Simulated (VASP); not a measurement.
# In2O3 (Ia-3) in VASP: single point with PBE

Aim: the single point of In2O3 with PBE.

Program: VASP 6.6.1. These are calculated values, not measurements. Logs are shortened: lines on timing, memory, paths and dates and some standing lists are left out, and cuts for length are marked.

**1. The cell of the first run**

The structure is cubic, space group Ia-3 (No. 206). The conventional cell has a = 10.140 Å, b = 10.140 Å, c = 10.140 Å, α = 90.00°, β = 90.00°, γ = 90.00°. Within 2.9 Å of In (site symmetry 2) lie 6 O at 2.15 to 2.19 Å. Within 2.9 Å of In (site symmetry -3) lie 6 O at 2.18 Å. Within 2.9 Å of O (site symmetry 1) lie 4 In at 2.15 to 2.19 Å and 4 O at 2.70 to 2.72 Å.

**2. Single point, PBE**

The input, INCAR:

```
SYSTEM = In2O3
PREC = Accurate
ENCUT = 600
EDIFF = 1E-6
ISMEAR = 0
SIGMA = 0.1
LREAL = Auto
LASPH = .True.
NELM = 120
ALGO = Normal
ISIF = 2
LWAVE = .False.
LCHARG = .False.
GGA = PE
NBANDS = 202
GGA_COMPAT = .False.
KPAR = 4
```

The input, KPOINTS:

```
regular mesh
0
Gamma
  4 4 4
  0 0 0
```

The input, POSCAR:

```
In2O3
1.0
   -5.0700000000      5.0700000000      5.0700000000
    5.0700000000     -5.0700000000      5.0700000000
    5.0700000000      5.0700000000     -5.0700000000
In O
16 24
Direct
    0.2500000000      0.2200000000      0.9700000000
    0.7500000000      0.2800000000      0.5300000000
    0.9700000000      0.2500000000      0.2200000000
    0.5300000000      0.7500000000      0.2800000000
    0.2200000000      0.9700000000      0.2500000000
    0.2800000000      0.5300000000      0.7500000000
    0.7500000000      0.7800000000      0.0300000000
    0.2500000000      0.7200000000      0.4700000000
    0.0300000000      0.7500000000      0.7800000000
    0.4700000000      0.2500000000      0.7200000000
    0.7800000000      0.0300000000      0.7500000000
    0.7200000000      0.4700000000      0.2500000000
    0.5000000000      0.5000000000      0.5000000000
    0.5000000000      0.0000000000      0.0000000000
    0.0000000000      0.5000000000      0.0000000000
    0.0000000000      0.0000000000      0.5000000000
    0.5250000000      0.7650000000      0.5300000000
    0.7350000000      0.9950000000      0.9700000000
    0.9750000000      0.5050000000      0.2400000000
    0.7650000000      0.7350000000      0.2600000000
    0.5300000000      0.5250000000      0.7650000000
    0.9700000000      0.7350000000      0.9950000000
    0.2400000000      0.9750000000      0.5050000000
    0.2600000000      0.7650000000      0.7350000000
    0.7650000000      0.5300000000      0.5250000000
    0.9950000000      0.9700000000      0.7350000000
    0.5050000000      0.2400000000      0.9750000000
    0.7350000000      0.2600000000      0.7650000000
    0.4750000000      0.2350000000      0.4700000000
    0.2650000000      0.0050000000      0.0300000000
    0.0250000000      0.4950000000      0.7600000000
    0.2350000000      0.2650000000      0.7400000000
    0.4700000000      0.4750000000      0.2350000000
    0.0300000000      0.2650000000      0.0050000000
    0.7600000000      0.0250000000      0.4950000000
    0.7400000000      0.2350000000      0.2650000000
    0.2350000000      0.4700000000      0.4750000000
    0.0050000000      0.0300000000      0.2650000000
    0.4950000000      0.7600000000      0.0250000000
    0.2650000000      0.7400000000      0.2350000000
```

Potentials or basis: VASP PAW PBE potentials, release 64 (In_d, O).

On the command line:

```bash
> cat potpaw_PBE.64/In_d/POTCAR potpaw_PBE.64/O/POTCAR > POTCAR
> mpirun -np 4 vasp_std > vasp.out
```

OUTCAR:

```text
SYSTEM = In2O3
   PREC = Accurate
   ENCUT = 600
   EDIFF = 1E-6
   ISMEAR = 0
   LREAL = Auto
   LASPH = .True.
   NELM = 120
   ISIF = 2
   GGA = PE

 ion  position               nearest neighbor table
   1  0.250  0.220  0.970-  30 2.15  32 2.15  26 2.17  27 2.17  33 2.19  34 2.19  14 3.38  16 3.38
                             9 3.39  10 3.39  11 3.39  12 3.39  15 3.81  13 3.81   3 3.82   5 3.82
   2  0.750  0.280  0.530-  29 2.15  31 2.15  25 2.17  28 2.17  35 2.19  36 2.19  13 3.38  15 3.38
                             9 3.39  10 3.39  11 3.39  12 3.39  16 3.81  14 3.81   6 3.82   3 3.82
   3  0.970  0.250  0.220-  34 2.15  36 2.15  18 2.17  19 2.17  37 2.19  38 2.19  14 3.38  15 3.38
                             7 3.39   8 3.39  11 3.39  12 3.39  13 3.81  16 3.81   1 3.82   2 3.82
   4  0.530  0.750  0.280-  33 2.15  35 2.15  17 2.17  20 2.17  39 2.19  40 2.19  13 3.38  16 3.38
                            12 3.39   7 3.39   8 3.39  11 3.39  14 3.81  15 3.81   6 3.82   1 3.82
   5  0.220  0.970  0.250-  38 2.15  40 2.15  22 2.17  23 2.17  29 2.19  30 2.19  15 3.38  16 3.38
                             7 3.39   8 3.39   9 3.39  10 3.39  13 3.81  14 3.81   1 3.82   3 3.82
   6  0.280  0.530  0.750-  37 2.15  39 2.15  21 2.17  24 2.17  31 2.19  32 2.19  13 3.38  14 3.38
                            10 3.39   7 3.39   8 3.39   9 3.39  15 3.81  16 3.81   4 3.82   3 3.82
   7  0.750  0.780  0.030-  18 2.15  20 2.15  38 2.17  39 2.17  21 2.19  22 2.19  14 3.38  16 3.38
                             3 3.39   4 3.39   5 3.39   6 3.39  15 3.81  13 3.81  11 3.82  12 3.82
   8  0.250  0.720  0.470-  17 2.15  19 2.15  37 2.17  40 2.17  23 2.19  24 2.19  13 3.38  15 3.38
                             3 3.39   4 3.39   5 3.39   6 3.39  14 3.81  16 3.81  10 3.82  11 3.82
   9  0.030  0.750  0.780-  22 2.15  24 2.15  30 2.17  31 2.17  25 2.19  26 2.19  14 3.38  15 3.38
[... 37 lines left out ...]
  39  0.495  0.760  0.025-   6 2.15   7 2.17  14 2.18   4 2.19
  40  0.265  0.740  0.235-   5 2.15   8 2.17  15 2.18   4 2.19

  LATTYP: Found a body centered cubic cell.
 ALAT       =    10.1400000000

  Lattice vectors:

 A1 = (  -5.0700000000,   5.0700000000,   5.0700000000)
 A2 = (   5.0700000000,  -5.0700000000,   5.0700000000)
 A3 = (   5.0700000000,   5.0700000000,  -5.0700000000)

Analysis of symmetry for initial positions (statically):
=====================================================================
 Subroutine PRICEL returns:
 Original cell was already a primitive cell.

 Routine SETGRP: Setting up the symmetry group for a
 body centered cubic supercell.

 Subroutine GETGRP returns: Found 24 space group operations
 (whereof  6 operations were pure point group operations)
 out of a pool of 48 trial point group operations.

The static configuration has the point symmetry S_6 .
 The point group associated with its full space group is T_h .

Analysis of symmetry for dynamics (positions and initial velocities):
=====================================================================
 Subroutine PRICEL returns:
 Original cell was already a primitive cell.

 Routine SETGRP: Setting up the symmetry group for a
 body centered cubic supercell.

 Subroutine GETGRP returns: Found 24 space group operations
 (whereof  6 operations were pure point group operations)
 out of a pool of 48 trial point group operations.

The dynamic configuration has the point symmetry S_6 .
 The point group associated with its full space group is T_h .

 Subroutine INISYM returns: Found 24 space group operations
 (whereof  6 operations are pure point group operations),
 and found     1 'primitive' translations

----------------------------------------------------------------------------------------

                                     Primitive cell

  volume of cell :     521.2954

  direct lattice vectors                    reciprocal lattice vectors
    -5.070000000  5.070000000  5.070000000     0.000000000  0.098619329  0.098619329
     5.070000000 -5.070000000  5.070000000     0.098619329  0.000000000  0.098619329
     5.070000000  5.070000000 -5.070000000     0.098619329  0.098619329  0.000000000

  length of vectors
     8.781497594  8.781497594  8.781497594     0.139468793  0.139468793  0.139468793

  position of ions in fractional coordinates (direct lattice)
     0.250000000  0.220000000  0.970000000
     0.750000000  0.280000000  0.530000000
     0.970000000  0.250000000  0.220000000
     0.530000000  0.750000000  0.280000000
     0.220000000  0.970000000  0.250000000
     0.280000000  0.530000000  0.750000000
[... 32 lines left out ...]
     0.495000000  0.760000000  0.025000000
     0.265000000  0.740000000  0.235000000

  ion indices of the primitive-cell ions
   primitive index   ion index
                 1           1
                 2           2
                 3           3
                 4           4
                 5           5
                 6           6
[... 32 lines left out ...]
                39          39
                40          40

----------------------------------------------------------------------------------------

 KPOINTS: regular mesh

Automatic generation of k-mesh.
 Grid dimensions read from file:
 generate k-points for:    4    4    4

 Generating k-lattice:

  Cartesian coordinates                     Fractional coordinates (reciprocal lattice)
     0.000000000  0.024654832  0.024654832     0.250000000  0.000000000  0.000000000
     0.024654832  0.000000000  0.024654832     0.000000000  0.250000000  0.000000000
     0.024654832  0.024654832  0.000000000     0.000000000  0.000000000  0.250000000

  Length of vectors
     0.034867198  0.034867198  0.034867198

  Shift w.r.t. Gamma in fractional coordinates (k-lattice)
     0.000000000  0.000000000  0.000000000

 Subroutine IBZKPT returns following result:
 ===========================================

 Found      8 irreducible k-points:

 Following reciprocal coordinates:
            Coordinates               Weight
  0.000000  0.000000  0.000000      1.000000
  0.250000  0.000000  0.000000     12.000000
  0.500000  0.000000  0.000000      6.000000
  0.250000  0.250000  0.000000     24.000000
  0.250000  0.250000  0.250000      2.000000
 -0.250000  0.250000  0.250000      6.000000
  0.500000  0.500000  0.250000     12.000000
  0.500000  0.500000  0.500000      1.000000
   k-points           NKPTS =      8   k-points in BZ     NKDIM =      8   number of bands    NBANDS=    202
   number of dos      NEDOS =    301   number of ions     NIONS =     40
   total plane-waves  NPLWV = 343000
   dimension x,y,z NGX =    70 NGY =   70 NGZ =   70
   dimension x,y,z NGXF=   140 NGYF=  140 NGZF=  140
   ions per type =              16  24
   NGX,Y,Z   is equivalent  to a cutoff of  13.25, 13.25, 13.25 a.u.
   NGXF,Y,Z  is equivalent  to a cutoff of  26.50, 26.50, 26.50 a.u.
 SYSTEM =  In2O3
   PREC   = accura    normal or accurate (medium, high low for compatibility)
   ISTART =      0    job   : 0-new  1-cont  2-samecut
   ICHARG =      2    charge: 1-file 2-atom 10-const
   ISPIN  =      1    spin polarized calculation?
   LNONCOLLINEAR =      F non collinear calculations
   LSORBIT =      F    spin-orbit coupling
   LASPH  =      T    aspherical Exc in radial PAW
   ENCUT  =  600.0 eV  44.10 Ry    6.64 a.u.  17.54 17.54 17.54*2*pi/ulx,y,z
   NELM   =    120;   NELMIN=  2; NELMDL= -5     # of ELM steps
   EDIFF  = 0.1E-05   stopping-criterion for ELM
   LREAL  =      T    real-space projection
   EDIFFG = 0.1E-04   stopping-criterion for IOM
   NSW    =      0    number of steps for IOM
[... 5 lines left out ...]
   TEBEG  =    0.0;   TEEND  =   0.0 temperature during run
   PSTRESS=    0.0 pullay stress
   NELECT =     352.0000    total number of electrons
   NUPDOWN=      -1.0000    fix difference up-down
   EMIN   =  10.00;   EMAX   =-10.00  energy-range for DOS
   EFERMI =   0.00;   METHOD = LEGACY
   ISMEAR =     0;   SIGMA  =   0.10  broadening in eV -4-tet -1-fermi 0-gaus
   EFERMI_NEDOS =   21; number of points for ismear=-14 and -15
   IALGO  =     38    algorithm
   IMIX   =      4    mixing-type and parameters
     AMIX     =   0.40;   BMIX     =  1.00
     AMIX_MAG =   1.60;   BMIX_MAG =  1.00
  volume/ion in A,a.u.               =      13.03        87.95
  Fermi-wavevector in a.u.,A,eV,Ry     =   1.436242  2.714105 28.065995  2.062792
  Thomas-Fermi vector in A             =   2.555452
   LORBIT       =      0    0 simple, 1 ext, 2 COOP (PROOUT), +10 PAW based schemes
   GGA     = PE    functional components
   LHFCALC =     F    Hartree Fock is set to
   AEXX    =    0.0000 exact exchange contribution
   IVDW    =     0    specifies the selected vdW correction
   LEPSILON=     F    determine dielectric tensor
   LRPA    =     F    only Hartree local field effects (RPA)
 non-spin polarized calculation
 Gauss-broadening in eV      SIGMA  =   0.10
  energy-cutoff  :      600.00
  volume of cell :      521.30
 maximum number of plane-waves:     17549
   NGX = 35   NGY = 35   NGZ = 35

 number of electron     352.0000024 magnetization

 Free energy of the ion-electron system (eV)
  ---------------------------------------------------
  ext. energy  EPLUGINS =         0.00000000
  ---------------------------------------------------
  free energy    TOTEN  =      -220.73256828 eV

  energy without entropy =     -220.73256828  energy(sigma->0) =     -220.73256828

 E-fermi :   6.0279     XC(G=0): -10.9714

 val. band max:        5.5538350836   @ k =   0.0000   0.0000   0.0000
 cond. band min:       6.5959338548   @ k =   0.0000   0.0000   0.0000
 fundamental gap:      1.0420987711
 Fermi energy:         6.0278700956

 k-point     1 :       0.0000    0.0000    0.0000
  band No.  band energies     occupation
      1     -12.3994      2.00000
      2     -11.7645      2.00000
      3     -11.7645      2.00000
      4     -11.7249      2.00000
      5     -11.7249      2.00000
      6     -11.7249      2.00000
[... 1517 lines left out ...]
    187      11.9046      0.00000
    188      11.9046      0.00000
 [bands above 188 left out]

------------------------ aborting loop because EDIFF is reached ----------------------------------------

  FORCE on cell =-STRESS in cart. coord.  units (eV):
  Direction    XX          YY          ZZ          XY          YZ          ZX
  --------------------------------------------------------------------------------------
  -------------------------------------------------------------------------------------
  Total       32.3716107     32.3716107     32.3716107      0.0000000      0.0000000     -0.0000000
  in kB       99.4926554     99.4926554     99.4926554      0.0000000      0.0000000     -0.0000000
  external PRESSURE =      99.4926554 kB  Pullay stress =       0.0000000 kB

 VOLUME and BASIS-vectors are now :
 -----------------------------------------------------------------------------
  energy-cutoff  :      600.00
  volume of cell :      521.30
      direct lattice vectors                 reciprocal lattice vectors
    -5.070000000  5.070000000  5.070000000     0.000000000  0.098619329  0.098619329
     5.070000000 -5.070000000  5.070000000     0.098619329  0.000000000  0.098619329
     5.070000000  5.070000000 -5.070000000     0.098619329  0.098619329  0.000000000

 POSITION                                       TOTAL-FORCE (eV/Angst)
 -----------------------------------------------------------------------------------
      4.76580      5.07000     -2.53500         0.734864      0.000000     -0.000000
      0.30420      5.07000      2.53500        -0.734864      0.000000     -0.000000
     -2.53500      4.76580      5.07000        -0.000000      0.734864     -0.000000
      2.53500      0.30420      5.07000        -0.000000     -0.734864     -0.000000
      5.07000     -2.53500      4.76580        -0.000000      0.000000      0.734864
      5.07000      2.53500      0.30420        -0.000000      0.000000     -0.734864
[... 32 lines left out ...]
      1.47030     -1.21680      6.23610         1.128733      0.228205     -0.891882
      3.59970     -1.21680      3.90390        -1.128733      0.228205      0.891882
 -----------------------------------------------------------------------------------
    total drift:                               -0.000000     -0.000000      0.000000

  FREE ENERGIE OF THE ION-ELECTRON SYSTEM (eV)
  ---------------------------------------------------
  free  energy   TOTEN  =      -220.7325682773 eV

  energy  without entropy=     -220.7325682773  energy(sigma->0) =     -220.73256828
```

It took 16 min on 4 MPI ranks of Intel Xeon Platinum 8259CL at 2.50GHz (Skylake/Cascade Lake), shared host; peak memory 1.1 GiB.

Results:

| Property | Result |
| --- | --- |
| Free energy | -220.7326 eV |
| Pressure | 9.9 GPa |
| Largest force | 1.457 eV/Å |
| Band gap on the k mesh | 1.04 eV |

Forces in eV/Å, atoms in the order of the input:
```
In   0.735  0.000  0.000
In  -0.735  0.000  0.000
In   0.000  0.735  0.000
In   0.000 -0.735  0.000
In   0.000  0.000  0.735
In   0.000  0.000 -0.735
In  -0.735  0.000  0.000
In   0.735  0.000  0.000
In   0.000 -0.735  0.000
In   0.000  0.735  0.000
In   0.000  0.000 -0.735
In   0.000  0.000  0.735
In   0.000  0.000  0.000
In   0.000  0.000  0.000
In   0.000  0.000  0.000
In   0.000  0.000  0.000
O    0.892  1.129  0.228
O   -0.892 -1.129  0.228
O    0.892 -1.129 -0.228
O   -0.892  1.129 -0.228
O    0.228  0.892  1.129
O    0.228 -0.892 -1.129
O   -0.228  0.892 -1.129
O   -0.228 -0.892  1.129
O    1.129  0.228  0.892
O   -1.129  0.228 -0.892
O   -1.129 -0.228  0.892
O    1.129 -0.228 -0.892
O   -0.892 -1.129 -0.228
O    0.892  1.129 -0.228
O   -0.892  1.129  0.228
O    0.892 -1.129  0.228
O   -0.228 -0.892 -1.129
O   -0.228  0.892  1.129
O    0.228 -0.892  1.129
O    0.228  0.892 -1.129
O   -1.129 -0.228 -0.892
O    1.129 -0.228  0.892
O    1.129  0.228 -0.892
O   -1.129  0.228  0.892
```

Levels at points of the mesh, in eV from the valence-band top:
```tsv
k point	band 172	band 173	band 174	band 175	band 176	band 177	band 178	band 179	band 180	band 181
(0.00, 0.00, 0.00)	-0.23	-0.19	0.00	0.00	0.00	1.04	5.18	5.18	5.18	5.26
(0.50, 0.00, 0.00)	-0.19	-0.14	-0.14	-0.02	-0.02	3.09	3.09	4.84	4.84	4.89
(0.50, 0.50, 0.50)	-0.22	-0.22	-0.13	-0.13	-0.13	3.87	3.87	3.87	3.93	3.93
```

Caveat: the cell stands under pressure; spin-orbit coupling is left out, which moves the levels of the heavy elements; forces of over 1 eV/Å act on the atoms, so gaps and moduli don't describe the material at rest. Expect the measured gap to be larger: semilocal functionals such as PBE lack the derivative discontinuity.
